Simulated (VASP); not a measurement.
# Rb (P6/mmm) in VASP: notebook

Rb is run at these levels: PBE; tasks: relaxation of cell and atoms, single point.

All numbers are computed with VASP 6.6.1; they aren't measurements. Logs are shortened: lines on timing, memory, paths and dates and some standing lists are left out, and cuts for length are marked.

## (1) The cell of the first run

The structure is hexagonal, space group P6/mmm (No. 191). Conventional cell: a = 7.988 Å, b = 7.988 Å, c = 4.953 Å, α = 90.00°, β = 90.00°, γ = 120.00°.

This isn't the form of Rb at room conditions, which is bcc.

## (2) Relaxation of cell and atoms, PBE

File INCAR:

```
PREC = Accurate
ENCUT = 600
EDIFF = 1E-6
ISMEAR = -1
SIGMA = 0.05
LREAL = F
LASPH = T
NELM = 100
ALGO = Normal
ISIF = 3
LWAVE = F
LCHARG = F
GGA = PE
IBRION = 2
NSW = 60
EDIFFG = -0.005
```

File KPOINTS:

```
regular mesh
0
Gamma
  5 5 7
```

File POSCAR:

```
Rb
1.0
    7.9881083930      0.0000000000      0.0000000000
   -3.9940541965      6.9179047965      0.0000000000
    0.0000000000      0.0000000000      4.9526272037
Rb
3
Direct
    0.0000000000      0.0000000000      0.0000000000
    0.3333333333      0.6666666667      0.5000000000
    0.6666666667      0.3333333333      0.5000000000
```

Potentials or basis: VASP PAW PBE potentials, release 64 (Rb_sv).

The run is started by

```bash
cat potpaw_PBE.64/Rb_sv/POTCAR > POTCAR
mpirun -np 1 vasp_std > vasp.out
```

OUTCAR:

```text
PREC = Accurate
   ENCUT = 600
   EDIFF = 1E-6
   ISMEAR = -1
   LREAL = F
   LASPH = T
   NELM = 100
   ISIF = 3
   GGA = PE
   IBRION = 2
   NSW = 60
   EDIFFG = -0.005

 ion  position               nearest neighbor table
   1  0.000  0.000  0.000-   2 5.23   3 5.23   2 5.23   3 5.23   2 5.23   2 5.23   3 5.23   3 5.23
                             3 5.23   3 5.23   2 5.23   2 5.23
   2  0.333  0.667  0.500-   3 4.61   3 4.61   3 4.61   1 5.23   1 5.23   1 5.23   1 5.23   1 5.23
                             1 5.23
   3  0.667  0.333  0.500-   2 4.61   2 4.61   2 4.61   1 5.23   1 5.23   1 5.23   1 5.23   1 5.23
                             1 5.23

  LATTYP: Found a hexagonal cell.
 ALAT       =     7.9881083930
 C/A-ratio  =     0.6200000000

  Lattice vectors:

 A1 = (   7.9881083930,   0.0000000000,   0.0000000000)
 A2 = (  -3.9940541965,   6.9179047965,   0.0000000000)
 A3 = (   0.0000000000,   0.0000000000,   4.9526272037)

Analysis of symmetry for initial positions (statically):
=====================================================================
 Subroutine PRICEL returns:
 Original cell was already a primitive cell.

 Routine SETGRP: Setting up the symmetry group for a
 hexagonal supercell.

 Subroutine GETGRP returns: Found 24 space group operations
 (whereof 24 operations were pure point group operations)
 out of a pool of 24 trial point group operations.

The static configuration has the point symmetry D_6h.

Analysis of symmetry for dynamics (positions and initial velocities):
=====================================================================
 Subroutine PRICEL returns:
 Original cell was already a primitive cell.

 Routine SETGRP: Setting up the symmetry group for a
 hexagonal supercell.

 Subroutine GETGRP returns: Found 24 space group operations
 (whereof 24 operations were pure point group operations)
 out of a pool of 24 trial point group operations.

The dynamic configuration has the point symmetry D_6h.

 Subroutine INISYM returns: Found 24 space group operations
 (whereof 24 operations are pure point group operations),
 and found     1 'primitive' translations

----------------------------------------------------------------------------------------

                                     Primitive cell

  volume of cell :     273.6870

  direct lattice vectors                    reciprocal lattice vectors
     7.988108393  0.000000000  0.000000000     0.125186083  0.072276219  0.000000000
    -3.994054197  6.917904797  0.000000000     0.000000000  0.144552437  0.000000000
     0.000000000  0.000000000  4.952627204     0.000000000  0.000000000  0.201913037

  length of vectors
     7.988108393  7.988108393  4.952627204     0.144552437  0.144552437  0.201913037

  position of ions in fractional coordinates (direct lattice)
     0.000000000  0.000000000  0.000000000
     0.333333333  0.666666667  0.500000000
     0.666666667  0.333333333  0.500000000

  ion indices of the primitive-cell ions
   primitive index   ion index
                 1           1
                 2           2
                 3           3

----------------------------------------------------------------------------------------

 KPOINTS: regular mesh

Automatic generation of k-mesh.
 Grid dimensions read from file:
 generate k-points for:    5    5    7

 Generating k-lattice:

  Cartesian coordinates                     Fractional coordinates (reciprocal lattice)
     0.025037217  0.014455244  0.000000000     0.200000000  0.000000000  0.000000000
     0.000000000  0.028910487  0.000000000     0.000000000  0.200000000  0.000000000
     0.000000000  0.000000000  0.028844720     0.000000000  0.000000000  0.142857143

  Length of vectors
     0.028910487  0.028910487  0.028844720

  Shift w.r.t. Gamma in fractional coordinates (k-lattice)
     0.000000000  0.000000000  0.000000000

 Subroutine IBZKPT returns following result:
 ===========================================

 Found     20 irreducible k-points:

 Following reciprocal coordinates:
            Coordinates               Weight
  0.000000  0.000000  0.000000      1.000000
  0.200000  0.000000  0.000000      6.000000
  0.400000  0.000000  0.000000      6.000000
  0.200000  0.200000  0.000000      6.000000
  0.400000  0.200000  0.000000      6.000000
  0.000000  0.000000  0.142857      2.000000
[... 12 lines left out ...]
  0.200000  0.200000  0.428571     12.000000
  0.400000  0.200000  0.428571     12.000000
   k-points           NKPTS =     20   k-points in BZ     NKDIM =     20   number of bands    NBANDS=     17
   number of dos      NEDOS =    301   number of ions     NIONS =      3
   total plane-waves  NPLWV = 163840
   dimension x,y,z NGX =    64 NGY =   64 NGZ =   40
   dimension x,y,z NGXF=   128 NGYF=  128 NGZF=   80
   ions per type =               3
   NGX,Y,Z   is equivalent  to a cutoff of  13.32, 13.32, 13.43 a.u.
   NGXF,Y,Z  is equivalent  to a cutoff of  26.64, 26.64, 26.85 a.u.
 SYSTEM =  unknown system
   PREC   = accura    normal or accurate (medium, high low for compatibility)
   ISTART =      0    job   : 0-new  1-cont  2-samecut
   ICHARG =      2    charge: 1-file 2-atom 10-const
   ISPIN  =      1    spin polarized calculation?
   LNONCOLLINEAR =      F non collinear calculations
   LSORBIT =      F    spin-orbit coupling
   LASPH  =      T    aspherical Exc in radial PAW
   ENCUT  =  600.0 eV  44.10 Ry    6.64 a.u.  15.95 15.95  9.89*2*pi/ulx,y,z
   NELM   =    100;   NELMIN=  2; NELMDL= -5     # of ELM steps
   EDIFF  = 0.1E-05   stopping-criterion for ELM
   LREAL  =      F    real-space projection
   EDIFFG = -.5E-02   stopping-criterion for IOM
   NSW    =     60    number of steps for IOM
   IBRION =      2    ionic relax: 0-MD 1-quasi-New 2-CG
   NFREE  =      1    steps in history (QN), initial steepest desc. (CG)
   ISIF   =      3    stress and relaxation
   ISYM   =      2    0-nonsym 1-usesym 2-fastsym
   POTIM  = 0.5000    time-step for ionic-motion
   TEBEG  =    0.0;   TEEND  =   0.0 temperature during run
   PSTRESS=    0.0 pullay stress
   NELECT =      27.0000    total number of electrons
   NUPDOWN=      -1.0000    fix difference up-down
   EMIN   =  10.00;   EMAX   =-10.00  energy-range for DOS
   EFERMI =   0.00;   METHOD = LEGACY
   ISMEAR =    -1;   SIGMA  =   0.05  broadening in eV -4-tet -1-fermi 0-gaus
   EFERMI_NEDOS =   21; number of points for ismear=-14 and -15
   IALGO  =     38    algorithm
   IMIX   =      4    mixing-type and parameters
     AMIX     =   0.40;   BMIX     =  1.00
     AMIX_MAG =   1.60;   BMIX_MAG =  1.00
  volume/ion in A,a.u.               =      91.23       615.64
  Fermi-wavevector in a.u.,A,eV,Ry     =   0.756446  1.429476  7.785401  0.572211
  Thomas-Fermi vector in A             =   1.854569
   LORBIT       =      0    0 simple, 1 ext, 2 COOP (PROOUT), +10 PAW based schemes
   GGA     = PE    functional components
   LHFCALC =     F    Hartree Fock is set to
   AEXX    =    0.0000 exact exchange contribution
   IVDW    =     0    specifies the selected vdW correction
   LEPSILON=     F    determine dielectric tensor
   LRPA    =     F    only Hartree local field effects (RPA)
 conjugate gradient relaxation of ions
 non-spin polarized calculation
  energy-cutoff  :      600.00
  volume of cell :      273.69
 maximum number of plane-waves:      9157
 NGX is ok and might be reduce to    64
   NGX = 31   NGY = 31   NGZ = 19

--------------------------------------- Ionic step        1  -------------------------------------------

 number of electron      27.0000000 magnetization

 Free energy of the ion-electron system (eV)
  ---------------------------------------------------
  ext. energy  EPLUGINS =         0.00000000
  ---------------------------------------------------
  free energy    TOTEN  =        -2.79860223 eV

  energy without entropy =       -2.78010961  energy(sigma->0) =       -2.78935592

------------------------ aborting loop because EDIFF is reached ----------------------------------------

  FORCE on cell =-STRESS in cart. coord.  units (eV):
  Direction    XX          YY          ZZ          XY          YZ          ZX
  --------------------------------------------------------------------------------------
  -------------------------------------------------------------------------------------
  Total        0.1550957      0.1550957     -0.2131676      0.0000000     -0.0000000      0.0000000
  in kB        0.9079378      0.9079378     -1.2478940      0.0000000     -0.0000000      0.0000000
  external PRESSURE =       0.1893272 kB  Pullay stress =       0.0000000 kB

 VOLUME and BASIS-vectors are now :
 -----------------------------------------------------------------------------
  energy-cutoff  :      600.00
  volume of cell :      273.69
      direct lattice vectors                 reciprocal lattice vectors
     7.988108393  0.000000000  0.000000000     0.125186083  0.072276219  0.000000000
    -3.994054197  6.917904797  0.000000000     0.000000000  0.144552437  0.000000000
     0.000000000  0.000000000  4.952627204     0.000000000  0.000000000  0.201913037
[... 223 lines left out ...]
 POSITION                                       TOTAL-FORCE (eV/Angst)
 -----------------------------------------------------------------------------------
     -0.00000     -0.00000      4.84725        -0.000000      0.000000      0.000000
     -0.00000      4.67924      2.42363         0.000000     -0.000000      0.000000
      4.05234      2.33962      2.42363         0.000000      0.000000     -0.000000
 -----------------------------------------------------------------------------------
    total drift:                                0.000000     -0.000000      0.000000

  FREE ENERGIE OF THE ION-ELECTRON SYSTEM (eV)
  ---------------------------------------------------
  free  energy   TOTEN  =        -2.8031533229 eV

  energy  without entropy=       -2.7836145080  energy(sigma->0) =       -2.79338392

--------------------------------------- Ionic step        8  -------------------------------------------

 number of electron      27.0000000 magnetization

 Free energy of the ion-electron system (eV)
  ---------------------------------------------------
  ext. energy  EPLUGINS =         0.00000000
  ---------------------------------------------------
  free energy    TOTEN  =        -2.80316573 eV

  energy without entropy =       -2.78362450  energy(sigma->0) =       -2.79339512

 E-fermi :  -0.0363     XC(G=0):  -5.4514

 val. band max:       -0.0453801683   @ k =   0.2000   0.2000   0.1429
 cond. band min:       0.1819949787   @ k =   0.2000   0.0000   0.0000
 fundamental gap:      0.2273751470
 Fermi energy:        -0.0363436338

 k-point     1 :       0.0000    0.0000    0.0000
  band No.  band energies     occupation
      1     -28.9408      2.00000
      2     -28.9352      2.00000
      3     -28.8581      2.00000
      4     -13.0639      2.00000
      5     -13.0639      2.00000
      6     -13.0025      2.00000
[... 9 lines left out ...]
     16       1.0697      0.00000
     17       1.0697      0.00000
[... 400 lines left out ...]
 POSITION                                       TOTAL-FORCE (eV/Angst)
 -----------------------------------------------------------------------------------
      8.09511      0.00000      0.00000         0.000000      0.000000      0.000000
     -0.00000      4.67371      2.41864        -0.000000     -0.000000     -0.000000
      4.04755      2.33686      2.41864        -0.000000     -0.000000      0.000000
 -----------------------------------------------------------------------------------
    total drift:                                0.000000     -0.000000      0.000000

  FREE ENERGIE OF THE ION-ELECTRON SYSTEM (eV)
  ---------------------------------------------------
  free  energy   TOTEN  =        -2.8031657345 eV

  energy  without entropy=       -2.7836244977  energy(sigma->0) =       -2.79339512

 reached required accuracy - stopping structural energy minimisation
```

It took 3.6 min on 1 thread of AMD EPYC 9R45 (Zen 5), shared host; peak memory 0.42 GiB.

Results:

```yaml
Free_energy: -2.8032 eV
Relaxed_volume: 91.51 Å³/atom
Relaxed_cell: a = 8.095 Å, b = 8.095 Å, c = 4.837 Å, α = 90.00°, β = 90.00°, γ = 120.00°
Space_group_after_relaxing_to_0.1_Å: P6/mmm (No. 191)
Energy_gained_by_relaxing: 1.5 meV/atom
Ionic_steps: 8
Pressure_after_relaxing: 0.0 GPa
Band_gap_on_the_k_mesh: zero (an odd number of electrons rules out a gap without spin polarisation)
```

The path:
| step | energy change (eV) | largest force (eV/Å) | pressure (GPa) | volume (Å³) |
| --- | --- | --- | --- | --- |
| 1 | 0.0000 | 0.0000 | 0.02 | 273.69 |
| 2 | -0.0014 | 0.0000 | 0.02 | 274.11 |
| 3 | -0.0040 | 0.0000 | 0.00 | 275.35 |
| 4 | -0.0027 | 0.0000 | -0.03 | 277.65 |
| 5 | -0.0045 | 0.0000 | -0.01 | 276.19 |
| 6 | -0.0045 | 0.0000 | -0.01 | 276.14 |
| 7 | -0.0046 | 0.0000 | -0.01 | 275.74 |
| 8 | -0.0046 | 0.0000 | 0.00 | 274.52 |

Final structure:
```
Rb
1.0
     8.09511    0.00000    0.00000
    -4.04755    7.01057    0.00000
     0.00000    0.00000    4.83727
Rb
3
Direct
  0.00000 0.00000 0.00000
  0.33333 0.66667 0.50000
  0.66667 0.33333 0.50000
```

Levels at points of the mesh, in eV from the Fermi level:
| k point | band 9 | band 10 | band 11 | band 12 | band 13 | band 14 | band 15 | band 16 | band 17 |
| --- | --- | --- | --- | --- | --- | --- | --- | --- | --- |
| (0.00, 0.00, 0.00) | -12.94 | -12.90 | -12.90 | -12.87 | -1.93 | 1.09 | 1.09 | 1.11 | 1.11 |

## (3) Single point, PBE

This run uses another cell than the first one, of 69.61 Å³/atom.

File INCAR:

```
ALGO = Normal
EDIFF = 1E-6
ENCUT = 520
GGA = PE
ISIF = 2
ISMEAR = -1
ISYM = 0
LASPH = T
LCHARG = T
LELF = T
LREAL = F
LVHAR = T
LWAVE = F
NBANDS = 20
NELM = 60
PREC = Accurate
SIGMA = 0.05
```

File KPOINTS:

```
k-points
0
Gamma
  5 5 7
```

File POSCAR:

```
Rb
1.0
    7.3900768994      0.0000000000      0.0000000000
   -3.6950384497      6.3999943308      0.0000000000
    0.0000000000      0.0000000000      4.4153351856
Rb
3
Direct
    0.0000000000      0.0000000000      0.0000000000
    0.3333333333      0.6666666667      0.5000000000
    0.6666666667      0.3333333333      0.5000000000
```

Potentials or basis: VASP PAW PBE potentials, release 64 (Rb_sv).

The run is started by

```bash
cat potpaw_PBE.64/Rb_sv/POTCAR > POTCAR
mpirun -np 1 vasp_std > vasp.out
```

Run time: 2.1 min. Hardware: 1 thread of AMD EPYC 9R45 (Zen 5), shared host; peak memory 0.47 GiB.

It converged, with:

```yaml
Free_energy: -2.5943 eV
Pressure: 1.3 GPa
Band_gap_on_the_k_mesh: zero (an odd number of electrons rules out a gap without spin polarisation)
```

Levels at points of the mesh, in eV from the Fermi level:
```tsv
k point	band 10	band 11	band 12	band 13	band 14	band 15	band 16	band 17
(0.00, 0.00, 0.00)	-12.77	-12.77	-12.73	-2.32	1.15	1.19	1.19	1.21
```

The gap in the log of VASP goes by the Fermi energy; the results here count the filled bands.